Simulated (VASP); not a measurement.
Here is a VASP 6.6.1 calculation.

The input INCAR:

```
SYSTEM = Zr2NbC2
ALGO = Normal
EDIFF = 1E-6
EDIFFG = -0.01
ENCUT = 600
GGA = PE
IBRION = 2
ISIF = 3
ISMEAR = 0
LASPH = .TRUE.
LCHARG = .FALSE.
LREAL = .FALSE.
LWAVE = .FALSE.
NELM = 100
NSW = 100
PREC = Accurate
SIGMA = 0.1
```

KPOINTS

```
k-points
0
G
  12 12 8
  0 0 0
```

The input POSCAR:

```
Zr2NbC2
1.0
    5.1384210222      0.0000000000      0.0000000000
   -2.5692105111      4.4500031406      0.0000000000
    0.0000000000      0.0000000000      4.3680934292
Zr Nb C
2 1 2
Direct
    0.3333333333      0.6666666667      0.5000000000
    0.6666666667      0.3333333333      0.5000000000
    0.0000000000      0.0000000000      0.5000000000
    0.3333333333      0.6666666667      0.0000000000
    0.6666666667      0.3333333333      0.0000000000
```

Potentials or basis: VASP PAW PBE potentials, release 64 (Zr_sv, Nb_sv, C).

The run is started by

```bash
$ cat potpaw_PBE.64/Zr_sv/POTCAR potpaw_PBE.64/Nb_sv/POTCAR potpaw_PBE.64/C/POTCAR > POTCAR
$ mpirun -np 1 vasp_std > vasp.out
```

(1) What does it give for the relaxed cell?

(2) What does it give for the relaxed volume?

(3) What does it give for the space group after relaxing (to 0.05 Å)?

Results:

(1) a = 5.121 Å, b = 5.121 Å, c = 4.394 Å, α = 90.00°, β = 90.00°, γ = 120.00°.

(2) 19.96 Å³/atom.

(3) P6/mmm (No. 191).
